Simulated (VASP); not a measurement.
# TaS2 (P-3m1) in VASP: a series of runs

TaS2 is run at these levels: PBE; tasks: single point.

All numbers are computed with VASP 6.6.1; they aren't measurements. Logs are shortened: lines on timing, memory, paths and dates and some standing lists are left out, and cuts for length are marked.

## (1) The cell of the first run

The structure is trigonal, space group P-3m1 (No. 164). Conventional cell: a = 3.350 Å, b = 3.350 Å, c = 5.743 Å, α = 90.00°, β = 90.00°, γ = 120.00°. Ta (site symmetry -3m) has 6 S at 2.41 Å within 3.2 Å. Within 3.2 Å of S (site symmetry 3m) lie 3 Ta at 2.41 Å.

## (2) Single point, PBE (zz strain of -2 %)

INCAR reads:

```
PREC = Accurate
ENCUT = 500
EDIFF = 1E-6
ISMEAR = -1
SIGMA = 0.03
LREAL = False
LASPH = True
NELM = 120
ALGO = Normal
ISIF = 2
LWAVE = False
LCHARG = True
GGA = PE
LELF = True
LVHAR = True
NBANDS = 18
GGA_COMPAT = False
```

KPOINTS reads:

```
Automatic mesh
0
Gamma
  9 9 5
```

POSCAR reads:

```
TaS2
1.0
    3.3500021206      0.0000000000      0.0000000000
   -1.6750010603      2.9011869392      0.0000000000
    0.0000000000      0.0000000000      5.7428000000
Ta S
1 2
Direct
    0.0000000000      0.0000000000      0.0000000000
    0.3333333333      0.6666666667      0.2500000000
    0.6666666667      0.3333333333      0.7500000000
```

Potentials or basis: VASP PAW PBE potentials, release 64 (Ta_pv, S).

Command:

```bash
$ cat potpaw_PBE.64/Ta_pv/POTCAR potpaw_PBE.64/S/POTCAR > POTCAR
$ mpirun -np 1 vasp_std > vasp.out
```

OUTCAR:

```text
PREC = Accurate
   ENCUT = 500
   EDIFF = 1E-6
   ISMEAR = -1
   LREAL = False
   LASPH = True
   NELM = 120
   ISIF = 2
   GGA = PE

 ion  position               nearest neighbor table
   1  0.000  0.000  0.000-   2 2.41   3 2.41   3 2.41   2 2.41   3 2.41   2 2.41
   2  0.333  0.667  0.250-   1 2.41   1 2.41   1 2.41
   3  0.667  0.333  0.750-   1 2.41   1 2.41   1 2.41

  LATTYP: Found a hexagonal cell.
 ALAT       =     3.3500021206
 C/A-ratio  =     1.7142675716

  Lattice vectors:

 A1 = (   3.3500021206,   0.0000000000,   0.0000000000)
 A2 = (  -1.6750010603,   2.9011869392,   0.0000000000)
 A3 = (   0.0000000000,   0.0000000000,   5.7428000000)

Analysis of symmetry for initial positions (statically):
=====================================================================
 Subroutine PRICEL returns:
 Original cell was already a primitive cell.

 Routine SETGRP: Setting up the symmetry group for a
 hexagonal supercell.

 Subroutine GETGRP returns: Found 12 space group operations
 (whereof 12 operations were pure point group operations)
 out of a pool of 24 trial point group operations.

The static configuration has the point symmetry D_3d.

Analysis of symmetry for dynamics (positions and initial velocities):
=====================================================================
 Subroutine PRICEL returns:
 Original cell was already a primitive cell.

 Routine SETGRP: Setting up the symmetry group for a
 hexagonal supercell.

 Subroutine GETGRP returns: Found 12 space group operations
 (whereof 12 operations were pure point group operations)
 out of a pool of 24 trial point group operations.

The dynamic configuration has the point symmetry D_3d.

 Subroutine INISYM returns: Found 12 space group operations
 (whereof 12 operations are pure point group operations),
 and found     1 'primitive' translations

----------------------------------------------------------------------------------------

                                     Primitive cell

  volume of cell :      55.8142

  direct lattice vectors                    reciprocal lattice vectors
     3.350002121  0.000000000  0.000000000     0.298507274  0.172343255  0.000000000
    -1.675001060  2.901186939  0.000000000     0.000000000  0.344686510  0.000000000
     0.000000000  0.000000000  5.742800000     0.000000000  0.000000000  0.174131086

  length of vectors
     3.350002121  3.350002121  5.742800000     0.344686510  0.344686510  0.174131086

  position of ions in fractional coordinates (direct lattice)
     0.000000000  0.000000000  0.000000000
     0.333333333  0.666666667  0.250000000
     0.666666667  0.333333333  0.750000000

  ion indices of the primitive-cell ions
   primitive index   ion index
                 1           1
                 2           2
                 3           3

----------------------------------------------------------------------------------------

 KPOINTS: Automatic mesh

Automatic generation of k-mesh.
 Grid dimensions read from file:
 generate k-points for:    9    9    5

 Generating k-lattice:

  Cartesian coordinates                     Fractional coordinates (reciprocal lattice)
     0.033167475  0.019149251  0.000000000     0.111111111  0.000000000  0.000000000
     0.000000000  0.038298501  0.000000000     0.000000000  0.111111111  0.000000000
     0.000000000  0.000000000  0.034826217     0.000000000  0.000000000  0.200000000

  Length of vectors
     0.038298501  0.038298501  0.034826217

  Shift w.r.t. Gamma in fractional coordinates (k-lattice)
     0.000000000  0.000000000  0.000000000

 Subroutine IBZKPT returns following result:
 ===========================================

 Found     50 irreducible k-points:

 Following reciprocal coordinates:
            Coordinates               Weight
  0.000000  0.000000  0.000000      1.000000
  0.111111  0.000000  0.000000      6.000000
  0.222222  0.000000  0.000000      6.000000
  0.333333 -0.000000  0.000000      6.000000
  0.444444  0.000000  0.000000      6.000000
  0.111111  0.111111  0.000000      6.000000
[... 16 lines left out ...]
  0.222222  0.111111  0.200000     12.000000
 -0.111111  0.333333  0.200000     12.000000
 [... further k-points ...]
   k-points           NKPTS =     50   k-points in BZ     NKDIM =     50   number of bands    NBANDS=     18
   number of dos      NEDOS =    301   number of ions     NIONS =      3
   total plane-waves  NPLWV =  24192
   dimension x,y,z NGX =    24 NGY =   24 NGZ =   42
   dimension x,y,z NGXF=    48 NGYF=   48 NGZF=   84
   ions per type =               1   2
   NGX,Y,Z   is equivalent  to a cutoff of  11.91, 11.91, 12.16 a.u.
   NGXF,Y,Z  is equivalent  to a cutoff of  23.82, 23.82, 24.32 a.u.
 SYSTEM =  unknown system
   PREC   = accura    normal or accurate (medium, high low for compatibility)
   ISTART =      0    job   : 0-new  1-cont  2-samecut
   ICHARG =      2    charge: 1-file 2-atom 10-const
   ISPIN  =      1    spin polarized calculation?
   LNONCOLLINEAR =      F non collinear calculations
   LSORBIT =      F    spin-orbit coupling
   LASPH  =      T    aspherical Exc in radial PAW
   ENCUT  =  500.0 eV  36.75 Ry    6.06 a.u.   6.11  6.11 10.47*2*pi/ulx,y,z
   NELM   =    120;   NELMIN=  2; NELMDL= -5     # of ELM steps
   EDIFF  = 0.1E-05   stopping-criterion for ELM
   LREAL  =      F    real-space projection
   EDIFFG = 0.1E-04   stopping-criterion for IOM
   NSW    =      0    number of steps for IOM
   IBRION =     -1    ionic relax: 0-MD 1-quasi-New 2-CG
   NFREE  =      0    steps in history (QN), initial steepest desc. (CG)
   ISIF   =      2    stress and relaxation
   ISYM   =      2    0-nonsym 1-usesym 2-fastsym
   POTIM  = 0.5000    time-step for ionic-motion
   TEBEG  =    0.0;   TEEND  =   0.0 temperature during run
   PSTRESS=    0.0 pullay stress
   NELECT =      23.0000    total number of electrons
   NUPDOWN=      -1.0000    fix difference up-down
   EMIN   =  10.00;   EMAX   =-10.00  energy-range for DOS
   EFERMI =   0.00;   METHOD = LEGACY
   ISMEAR =    -1;   SIGMA  =   0.03  broadening in eV -4-tet -1-fermi 0-gaus
   EFERMI_NEDOS =   21; number of points for ismear=-14 and -15
   IALGO  =     38    algorithm
   IMIX   =      4    mixing-type and parameters
     AMIX     =   0.40;   BMIX     =  1.00
     AMIX_MAG =   1.60;   BMIX_MAG =  1.00
  volume/ion in A,a.u.               =      18.60       125.55
  Fermi-wavevector in a.u.,A,eV,Ry     =   1.218249  2.302156 20.192812  1.484130
  Thomas-Fermi vector in A             =   2.353542
   LORBIT       =      0    0 simple, 1 ext, 2 COOP (PROOUT), +10 PAW based schemes
   GGA     = PE    functional components
   LHFCALC =     F    Hartree Fock is set to
   AEXX    =    0.0000 exact exchange contribution
   IVDW    =     0    specifies the selected vdW correction
   LEPSILON=     F    determine dielectric tensor
   LRPA    =     F    only Hartree local field effects (RPA)
 non-spin polarized calculation
  energy-cutoff  :      500.00
  volume of cell :       55.81
 maximum number of plane-waves:      1434
   NGX = 13   NGY = 13   NGZ = 21

 number of electron      22.9999998 magnetization

 Free energy of the ion-electron system (eV)
  ---------------------------------------------------
  ext. energy  EPLUGINS =         0.00000000
  ---------------------------------------------------
  free energy    TOTEN  =       -22.91075590 eV

  energy without entropy =      -22.90436621  energy(sigma->0) =      -22.90756105

 E-fermi :   5.9039     XC(G=0): -10.6211

 val. band max:        5.8898020847   @ k =   0.3333   0.1111   0.0000
 cond. band min:       5.9064906610   @ k =   0.2222   0.1111   0.0000
 fundamental gap:      0.0166885763
 Fermi energy:         5.9038853177

 k-point     1 :       0.0000    0.0000    0.0000
  band No.  band energies     occupation
      1     -29.3467      2.00000
      2     -29.3243      2.00000
      3     -29.3243      2.00000
      4      -9.3995      2.00000
      5      -7.1656      2.00000
      6      -1.2076      2.00000
[... 10 lines left out ...]
     17      11.0272      0.00000
     18      11.6476      0.00000

 k-point     2 :       0.1111    0.0000    0.0000
  band No.  band energies     occupation
      1     -29.3615      2.00000
      2     -29.3395      2.00000
      3     -29.3327      2.00000
      4      -9.2028      2.00000
      5      -7.1862      2.00000
      6      -0.9776      2.00000
[... 10 lines left out ...]
     17      12.0517      0.00000
     18      12.4119      0.00000

 k-point     3 :       0.2222    0.0000    0.0000
  band No.  band energies     occupation
      1     -29.4543      2.00000
      2     -29.3539      2.00000
      3     -29.3213      2.00000
      4      -8.6702      2.00000
      5      -7.2350      2.00000
      6      -0.3649      2.00000
[... 10 lines left out ...]
     17      12.9741      0.00000
     18      13.7242      0.00000

 k-point     4 :       0.3333   -0.0000    0.0000
  band No.  band energies     occupation
      1     -29.5576      2.00000
      2     -29.3778      2.00000
      3     -29.3005      2.00000
      4      -8.0127      2.00000
      5      -7.2375      2.00000
      6      -0.1770      2.00000
[... 375 lines left out ...]
      4      -8.7545      2.00000
      5      -7.3579      2.00000
      6      -0.3186      2.00000
[... 10 lines left out ...]
     17      13.2367      0.00000
     18      13.6688      0.00000

 k-point    23 :       0.2222    0.1111    0.2000
  band No.  band energies     occupation
      1     -29.5132      2.00000
      2     -29.3813      2.00000
      3     -29.3073      2.00000
      4      -8.1201      2.00000
      5      -7.3938      2.00000
      6       0.2429      2.00000
[... 10 lines left out ...]
     17      13.6124      0.00000
     18      14.0303      0.00000

 k-point    24 :      -0.1111    0.3333    0.2000
  band No.  band energies     occupation
      1     -29.5132      2.00000
      2     -29.3813      2.00000
      3     -29.3073      2.00000
      4      -8.1804      2.00000
      5      -7.3051      2.00000
      6      -0.1295      2.00000
[... 10 lines left out ...]
     17      12.7492      0.00000
     18      13.3594      0.00000

 [... further k-points ...]

------------------------ aborting loop because EDIFF is reached ----------------------------------------

  FORCE on cell =-STRESS in cart. coord.  units (eV):
  Direction    XX          YY          ZZ          XY          YZ          ZX
  --------------------------------------------------------------------------------------
  -------------------------------------------------------------------------------------
  Total        3.5543119      3.5543119      5.9041834      0.0000000      0.0000000      0.0000000
  in kB      102.0285304    102.0285304    169.4829177      0.0000000      0.0000000      0.0000000
  external PRESSURE =     124.5133262 kB  Pullay stress =       0.0000000 kB

 VOLUME and BASIS-vectors are now :
 -----------------------------------------------------------------------------
  energy-cutoff  :      500.00
  volume of cell :       55.81
      direct lattice vectors                 reciprocal lattice vectors
     3.350002121  0.000000000  0.000000000     0.298507274  0.172343255  0.000000000
    -1.675001060  2.901186939  0.000000000     0.000000000  0.344686510  0.000000000
     0.000000000  0.000000000  5.742800000     0.000000000  0.000000000  0.174131086

 POSITION                                       TOTAL-FORCE (eV/Angst)
 -----------------------------------------------------------------------------------
      0.00000      0.00000      0.00000         0.000000     -0.000000      0.000000
     -0.00000      1.93412      1.43570        -0.000000      0.000000      1.729723
      1.67500      0.96706      4.30710         0.000000     -0.000000     -1.729723
 -----------------------------------------------------------------------------------
    total drift:                               -0.000000      0.000000     -0.000000

  FREE ENERGIE OF THE ION-ELECTRON SYSTEM (eV)
  ---------------------------------------------------
  free  energy   TOTEN  =       -22.9107558974 eV

  energy  without entropy=      -22.9043662093  energy(sigma->0) =      -22.90756105
```

Run time: 19 s. Hardware: 1 thread of AMD EPYC 9R45 (Zen 5), shared host; peak memory 0.16 GiB.

What came out:

- Free energy: -22.9108 eV
- Pressure: 12.5 GPa
- Largest force: 1.730 eV/Å
- Band gap on the k mesh: zero (an odd number of electrons rules out a gap without spin polarisation)

Forces in eV/Å, atoms in the order of the input:
```
Ta   0.000  0.000  0.000
S    0.000  0.000  1.730
S    0.000  0.000 -1.730
```

Stress tensor (GPa, compression positive):
```
10.20  0.00  0.00
 0.00 10.20  0.00
 0.00  0.00 16.95
```

Caveat: the cell differs from its parent crystal (zz strain of -2 %); the stress differs along the axes, from 10 to 17 GPa; spin-orbit coupling is left out, which moves the levels of the heavy elements; this functional lacks dispersion, which binds layers or chains, so the pressure and a relaxed spacing across them are unreliable; forces of over 1 eV/Å act on the atoms, so gaps and moduli don't describe the material at rest.

## (3) Single point, PBE (zz strain of +1 %)

INCAR reads:

```
PREC     = Accurate       # precision mode
ENCUT    = 500            # plane-wave cutoff, eV
EDIFF    = 1E-6           # SCF threshold, eV
ISMEAR   = -1             # smearing method
SIGMA    = 0.03           # smearing width, eV
LREAL    = F              # projectors in reciprocal space
LASPH    = T              # aspherical terms in the spheres
NELM     = 120            # most SCF steps
ALGO     = Normal         # electronic algorithm
ISIF     = 2              # what is computed and relaxed
LWAVE    = F              # write WAVECAR
LCHARG   = F              # write CHGCAR
GGA      = PE             # functional
NBANDS   = 18             # bands
GGA_COMPAT= F
```

KPOINTS is that of step 2.

Edit POSCAR of step 2 so:

```diff
@@ -4,3 +4,3 @@
    -1.6750010603      2.9011869392      0.0000000000
-    0.0000000000      0.0000000000      5.7428000000
+    0.0000000000      0.0000000000      5.9186000000
 Ta S
```

Potentials or basis: VASP PAW PBE potentials, release 64 (Ta_pv, S).

Command:

```bash
$ cat potpaw_PBE.64/Ta_pv/POTCAR potpaw_PBE.64/S/POTCAR > POTCAR
$ mpirun -np 1 vasp_std > vasp.out
```

Wall time 20 s (1 thread of AMD EPYC 9R45 (Zen 5), shared host); peak memory 0.17 GiB.

The run converged. Its results:

* Free energy: -23.0562 eV
* Pressure: 7.6 GPa
* Largest force: 1.015 eV/Å
* Band gap on the k mesh: zero (an odd number of electrons rules out a gap without spin polarisation)

Forces on the atoms (eV/Å):
```
Ta   0.000  0.000  0.000
S    0.000  0.000  1.015
S    0.000  0.000 -1.015
```

Stress tensor (GPa, compression positive):
```
 6.23  0.00  0.00
 0.00  6.23  0.00
 0.00  0.00 10.29
```

Levels at points of the mesh, in eV from the Fermi level:
```tsv
k point	band 7	band 8	band 9	band 10	band 11	band 12	band 13	band 14	band 15	band 16
(0.00, 0.00, 0.00)	-4.17	-4.17	-1.39	-0.76	-0.76	0.06	0.06	0.24	4.05	4.05
```

Caveat: the cell differs from its parent crystal (zz strain of +1 %); the cell stands under pressure; spin-orbit coupling is left out, which moves the levels of the heavy elements; this functional lacks dispersion, which binds layers or chains, so the pressure and a relaxed spacing across them are unreliable; forces of over 1 eV/Å act on the atoms, so gaps and moduli don't describe the material at rest.

The gap in the log of VASP goes by the Fermi energy; the results here count the filled bands.